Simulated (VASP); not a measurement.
# CaS (Oldhamite) (Fm-3m) in VASP: a series of runs

CaS (Oldhamite) is run at these levels: PBE; tasks: single point.

Everything below comes from runs of VASP 6.6.1. Logs are shortened: lines on timing, memory, paths and dates and some standing lists are left out, and cuts for length are marked.

### 1 The cell of the first run

Symmetry: Fm-3m, No. 225, cubic system. The conventional cell has a = 5.761 Å, b = 5.761 Å, c = 5.761 Å, α = 90.00°, β = 90.00°, γ = 90.00°. Ca (site symmetry m-3m) has 6 S at 2.88 Å within 3.8 Å. S (site symmetry m-3m) has 6 Ca at 2.88 Å within 3.8 Å.

### 2 Single point, PBE

INCAR

```
  ALGO = Normal
  EDIFF = 1E-6
  ENCUT = 500
  GGA = PE
  GGA_COMPAT = False
  ISIF = 2
  ISMEAR = 0
  LASPH = True
  LCHARG = False
  LREAL = False
  LWAVE = False
  NBANDS = 15
  NELM = 120
  PREC = Accurate
  SIGMA = 0.01
```

KPOINTS

```
k-points
0
Gamma
  6 6 6
```

POSCAR

```
CaS
1.0
    0.0000000000      2.8804121851      2.8804121851
    2.8804121851      0.0000000000      2.8804121851
    2.8804121851      2.8804121851      0.0000000000
Ca S
1 1
Direct
    0.0000000000      0.0000000000      0.0000000000
    0.5000000000      0.5000000000      0.5000000000
```

Potentials or basis: VASP PAW PBE potentials, release 64 (Ca_sv, S).

Command:

```sh
cat potpaw_PBE.64/Ca_sv/POTCAR potpaw_PBE.64/S/POTCAR > POTCAR
mpirun -np 1 vasp_std > vasp.out
```

OUTCAR:

```text
EDIFF = 1E-6
   ENCUT = 500
   GGA = PE
   ISIF = 2
   ISMEAR = 0
   LASPH = True
   LREAL = False
   NELM = 120
   PREC = Accurate

 ion  position               nearest neighbor table
   1  0.000  0.000  0.000-   2 2.88   2 2.88   2 2.88   2 2.88   2 2.88   2 2.88
   2  0.500  0.500  0.500-   1 2.88   1 2.88   1 2.88   1 2.88   1 2.88   1 2.88

  LATTYP: Found a face centered cubic cell.
 ALAT       =     5.7608243702

  Lattice vectors:

 A1 = (   0.0000000000,   2.8804121851,   2.8804121851)
 A2 = (   2.8804121851,   0.0000000000,   2.8804121851)
 A3 = (   2.8804121851,   2.8804121851,   0.0000000000)

Analysis of symmetry for initial positions (statically):
=====================================================================
 Subroutine PRICEL returns:
 Original cell was already a primitive cell.

 Routine SETGRP: Setting up the symmetry group for a
 face centered cubic supercell.

 Subroutine GETGRP returns: Found 48 space group operations
 (whereof 48 operations were pure point group operations)
 out of a pool of 48 trial point group operations.

The static configuration has the point symmetry O_h .

Analysis of symmetry for dynamics (positions and initial velocities):
=====================================================================
 Subroutine PRICEL returns:
 Original cell was already a primitive cell.

 Routine SETGRP: Setting up the symmetry group for a
 face centered cubic supercell.

 Subroutine GETGRP returns: Found 48 space group operations
 (whereof 48 operations were pure point group operations)
 out of a pool of 48 trial point group operations.

The dynamic configuration has the point symmetry O_h .

 Subroutine INISYM returns: Found 48 space group operations
 (whereof 48 operations are pure point group operations),
 and found     1 'primitive' translations

----------------------------------------------------------------------------------------

                                     Primitive cell

  volume of cell :      47.7963

  direct lattice vectors                    reciprocal lattice vectors
     0.000000000  2.880412185  2.880412185    -0.173586267  0.173586267  0.173586267
     2.880412185  0.000000000  2.880412185     0.173586267 -0.173586267  0.173586267
     2.880412185  2.880412185  0.000000000     0.173586267  0.173586267 -0.173586267

  length of vectors
     4.073517977  4.073517977  4.073517977     0.300660235  0.300660235  0.300660235

  position of ions in fractional coordinates (direct lattice)
     0.000000000  0.000000000  0.000000000
     0.500000000  0.500000000  0.500000000

[... 79 lines left out ...]
   NUPDOWN=      -1.0000    fix difference up-down
   EMIN   =  10.00;   EMAX   =-10.00  energy-range for DOS
   EFERMI =   0.00;   METHOD = LEGACY
   ISMEAR =     0;   SIGMA  =   0.01  broadening in eV -4-tet -1-fermi 0-gaus
   EFERMI_NEDOS =   21; number of points for ismear=-14 and -15
   IALGO  =     38    algorithm
   IMIX   =      4    mixing-type and parameters
     AMIX     =   0.40;   BMIX     =  1.00
     AMIX_MAG =   1.60;   BMIX_MAG =  1.00
  volume/ion in A,a.u.               =      23.90       161.27
  Fermi-wavevector in a.u.,A,eV,Ry     =   1.136711  2.148073 17.580260  1.292113
  Thomas-Fermi vector in A             =   2.273416
   LORBIT       =      0    0 simple, 1 ext, 2 COOP (PROOUT), +10 PAW based schemes
   GGA     = PE    functional components
   LHFCALC =     F    Hartree Fock is set to
   AEXX    =    0.0000 exact exchange contribution
   IVDW    =     0    specifies the selected vdW correction
   LEPSILON=     F    determine dielectric tensor
   LRPA    =     F    only Hartree local field effects (RPA)
 non-spin polarized calculation
 Gauss-broadening in eV      SIGMA  =   0.01
  energy-cutoff  :      500.00
  volume of cell :       47.80
 maximum number of plane-waves:      1243
 NGX is ok and might be reduce to    30
   NGX = 15   NGY = 15   NGZ = 15

 number of electron      16.0000002 magnetization

 Free energy of the ion-electron system (eV)
  ---------------------------------------------------
  ext. energy  EPLUGINS =         0.00000000
  ---------------------------------------------------
  free energy    TOTEN  =       -10.36056802 eV

  energy without entropy =      -10.36056802  energy(sigma->0) =      -10.36056802

 E-fermi :   2.5790     XC(G=0):  -9.1675

 val. band max:        2.4889569514   @ k =   0.0000   0.0000   0.0000
 cond. band min:       4.9189568966   @ k =   0.5000   0.5000   0.0000
 fundamental gap:      2.4299999452
 Fermi energy:         2.5790104850

 k-point     1 :       0.0000    0.0000    0.0000
  band No.  band energies     occupation
      1     -36.8316      2.00000
      2     -17.8070      2.00000
      3     -17.8070      2.00000
      4     -17.8070      2.00000
      5      -8.7257      2.00000
      6       2.4890      2.00000
      7       2.4890      2.00000
      8       2.4890      2.00000
      9       6.4248      0.00000
     10       6.6539      0.00000
     11       6.6539      0.00000
     12       6.6539      0.00000
     13       7.2181      0.00000
     14       7.2181      0.00000
[... 257 lines left out ...]
      2     -17.8965      2.00000
      3     -17.8648      2.00000
      4     -17.8551      2.00000
      5      -8.0631      2.00000
      6       0.5002      2.00000
      7       1.1389      2.00000
      8       1.1661      2.00000
      9       6.1714      0.00000
     10       8.2853      0.00000
     11       8.3028      0.00000
     12       8.8672      0.00000
     13       9.1417      0.00000
     14      10.1133      0.00000
     15      12.2736      0.00000

------------------------ aborting loop because EDIFF is reached ----------------------------------------

  FORCE on cell =-STRESS in cart. coord.  units (eV):
  Direction    XX          YY          ZZ          XY          YZ          ZX
  --------------------------------------------------------------------------------------
  -------------------------------------------------------------------------------------
  Total       -0.3747544     -0.3747544     -0.3747544      0.0000000      0.0000000     -0.0000000
  in kB      -12.5621344    -12.5621344    -12.5621344      0.0000000      0.0000000     -0.0000000
  external PRESSURE =     -12.5621344 kB  Pullay stress =       0.0000000 kB

 VOLUME and BASIS-vectors are now :
 -----------------------------------------------------------------------------
  energy-cutoff  :      500.00
  volume of cell :       47.80
      direct lattice vectors                 reciprocal lattice vectors
     0.000000000  2.880412185  2.880412185    -0.173586267  0.173586267  0.173586267
     2.880412185  0.000000000  2.880412185     0.173586267 -0.173586267  0.173586267
     2.880412185  2.880412185  0.000000000     0.173586267  0.173586267 -0.173586267

 POSITION                                       TOTAL-FORCE (eV/Angst)
 -----------------------------------------------------------------------------------
      0.00000      0.00000      0.00000        -0.000000      0.000000     -0.000000
      2.88041      2.88041      2.88041         0.000000     -0.000000      0.000000
 -----------------------------------------------------------------------------------
    total drift:                               -0.000000      0.000000      0.000000

  FREE ENERGIE OF THE ION-ELECTRON SYSTEM (eV)
  ---------------------------------------------------
  free  energy   TOTEN  =       -10.3605680219 eV

  energy  without entropy=      -10.3605680219  energy(sigma->0) =      -10.36056802
```

OSZICAR:

```text
N       E                     dE             d eps       ncg     rms          rms(c)
DAV:   1     0.108307783447E+03    0.10831E+03   -0.74047E+03   480   0.972E+02
DAV:   2    -0.594894443497E+01   -0.11426E+03   -0.10956E+03   606   0.247E+02
DAV:   3    -0.104008049935E+02   -0.44519E+01   -0.44161E+01   627   0.478E+01
DAV:   4    -0.106238222674E+02   -0.22302E+00   -0.22293E+00   729   0.890E+00
DAV:   5    -0.106252106470E+02   -0.13884E-02   -0.13883E-02   683   0.837E-01    0.502E+00
DAV:   6    -0.103587261847E+02    0.26648E+00   -0.42353E-01   578   0.331E+00    0.333E+00
DAV:   7    -0.103533394494E+02    0.53867E-02   -0.11149E-01   610   0.204E+00    0.179E+00
DAV:   8    -0.103607112254E+02   -0.73718E-02   -0.20096E-02   543   0.116E+00    0.333E-01
DAV:   9    -0.103602400012E+02    0.47122E-03   -0.10606E-03   599   0.308E-01    0.936E-02
DAV:  10    -0.103605216880E+02   -0.28169E-03   -0.32742E-04   609   0.128E-01    0.297E-02
DAV:  11    -0.103605682432E+02   -0.46555E-04   -0.84568E-05   550   0.723E-02    0.244E-02
DAV:  12    -0.103605680219E+02    0.22131E-06   -0.56802E-06   628   0.164E-02
   1 F= -.10360568E+02 E0= -.10360568E+02  d E =-.472335E-39
```

It took 24 s on 1 thread of Intel Xeon 8259CL, shared host; peak memory 0.17 GiB.

What came out:

```yaml
Free_energy: -10.3606 eV
Pressure: -1.3 GPa
Band_gap_on_the_k_mesh: 2.43 eV, indirect (least direct gap 3.21 eV)
```

Levels at points of the mesh, in eV from the valence-band top:
```csv
k point,band 5,band 6,band 7,band 8,band 9,band 10,band 11,band 12
"(0.00, 0.00, 0.00)",-11.21,0.00,0.00,0.00,3.94,4.16,4.16,4.16
"(0.50, 0.00, 0.00)",-10.47,-2.97,-1.09,-1.09,5.15,5.94,6.08,6.08
"(0.50, 0.50, 0.00)",-10.63,-2.20,-0.78,-0.78,2.43,5.53,5.85,6.61
```

A k mesh can miss the band edges.

### 3 Single point, PBE

This run uses another cell than the first one, of 24.82 Å³/atom, 1.038 times its volume.

INCAR

```
SYSTEM = CaS
PREC = Accurate ; ENCUT = 500
EDIFF = 1E-6 ; ISMEAR = 0
SIGMA = 0.01 ; LREAL = .False.
LASPH = .True. ; NELM = 120
ALGO = Normal ; ISIF = 2
LWAVE = .False. ; LCHARG = .True.
GGA = PE ; LELF = .True.
LVHAR = .True. ; NBANDS = 15
GGA_COMPAT = .False.
```

KPOINTS

```
regular mesh
0
Gamma
  6 6 6
  0 0 0
```

POSCAR

```
CaS
1.0
    0.0000000000      2.9168769698      2.9168769698
    2.9168769698      0.0000000000      2.9168769698
    2.9168769698      2.9168769698      0.0000000000
Ca S
1 1
Direct
    0.0000000000      0.0000000000      0.0000000000
    0.5000000000      0.5000000000      0.5000000000
```

Potentials or basis: VASP PAW PBE potentials, release 64 (Ca_sv, S).

Command:

```sh
cat potpaw_PBE.64/Ca_sv/POTCAR potpaw_PBE.64/S/POTCAR > POTCAR
mpirun -np 1 vasp_std > vasp.out
```

OUTCAR:

```text
SYSTEM = CaS
   PREC = Accurate
   ENCUT = 500
   EDIFF = 1E-6
   ISMEAR = 0
   LREAL = .False.
   LASPH = .True.
   NELM = 120
   ISIF = 2
   GGA = PE

 ion  position               nearest neighbor table
   1  0.000  0.000  0.000-   2 2.92   2 2.92   2 2.92   2 2.92   2 2.92   2 2.92
   2  0.500  0.500  0.500-   1 2.92   1 2.92   1 2.92   1 2.92   1 2.92   1 2.92

  LATTYP: Found a face centered cubic cell.
 ALAT       =     5.8337539396

  Lattice vectors:

 A1 = (   0.0000000000,   2.9168769698,   2.9168769698)
 A2 = (   2.9168769698,   0.0000000000,   2.9168769698)
 A3 = (   2.9168769698,   2.9168769698,   0.0000000000)

Analysis of symmetry for initial positions (statically):
=====================================================================
 Subroutine PRICEL returns:
 Original cell was already a primitive cell.

 Routine SETGRP: Setting up the symmetry group for a
 face centered cubic supercell.

 Subroutine GETGRP returns: Found 48 space group operations
 (whereof 48 operations were pure point group operations)
 out of a pool of 48 trial point group operations.

The static configuration has the point symmetry O_h .

Analysis of symmetry for dynamics (positions and initial velocities):
[... 168 lines left out ...]
     10       6.3954      0.00000
     11       6.3954      0.00000
     12       6.3954      0.00000
     13       6.9283      0.00000
     14       6.9283      0.00000
[... 257 lines left out ...]
      2     -18.2670      2.00000
      3     -18.2402      2.00000
      4     -18.2317      2.00000
      5      -8.2487      2.00000
      6       0.3236      2.00000
      7       0.9445      2.00000
      8       0.9762      2.00000
      9       5.9250      0.00000
     10       7.9141      0.00000
     11       7.9449      0.00000
     12       8.4509      0.00000
     13       8.7334      0.00000
     14       9.6246      0.00000
     15      11.7924      0.00000

------------------------ aborting loop because EDIFF is reached ----------------------------------------

  FORCE on cell =-STRESS in cart. coord.  units (eV):
  Direction    XX          YY          ZZ          XY          YZ          ZX
  --------------------------------------------------------------------------------------
  -------------------------------------------------------------------------------------
  Total       -0.9496683     -0.9496683     -0.9496683      0.0000000      0.0000000      0.0000000
  in kB      -30.6547777    -30.6547777    -30.6547777      0.0000000      0.0000000      0.0000000
  external PRESSURE =     -30.6547777 kB  Pullay stress =       0.0000000 kB

 VOLUME and BASIS-vectors are now :
 -----------------------------------------------------------------------------
  energy-cutoff  :      500.00
  volume of cell :       49.63
      direct lattice vectors                 reciprocal lattice vectors
     0.000000000  2.916876970  2.916876970    -0.171416212  0.171416212  0.171416212
     2.916876970  0.000000000  2.916876970     0.171416212 -0.171416212  0.171416212
     2.916876970  2.916876970  0.000000000     0.171416212  0.171416212 -0.171416212

 POSITION                                       TOTAL-FORCE (eV/Angst)
 -----------------------------------------------------------------------------------
      0.00000      0.00000      0.00000         0.000000      0.000000     -0.000000
      2.91688      2.91688      2.91688         0.000000      0.000000      0.000000
 -----------------------------------------------------------------------------------
    total drift:                               -0.000000      0.000000      0.000000

  FREE ENERGIE OF THE ION-ELECTRON SYSTEM (eV)
  ---------------------------------------------------
  free  energy   TOTEN  =       -10.3361501782 eV

  energy  without entropy=      -10.3361501782  energy(sigma->0) =      -10.33615018
```

stdout:

```text
POSCAR found type information on POSCAR CaS
 POSCAR found :  2 types and       2 ions
 scaLAPACK will be used
 LDA part: xc-table for (Slater+PW92), standard interpolation
 POSCAR, INCAR and KPOINTS ok, starting setup
 FFT: planning ... GRIDC
 FFT: planning ... GRID_SOFT
 FFT: planning ... GRID
 WAVECAR not read
 entering main loop
```

Wall time 25 s (1 thread of Intel Xeon 8259CL, shared host); peak memory 0.17 GiB.

Results:

```
Free energy            : -10.3362 eV
Pressure               : -3.1 GPa
Band gap on the k mesh : 2.50 eV, indirect (least direct gap 3.26 eV)
```
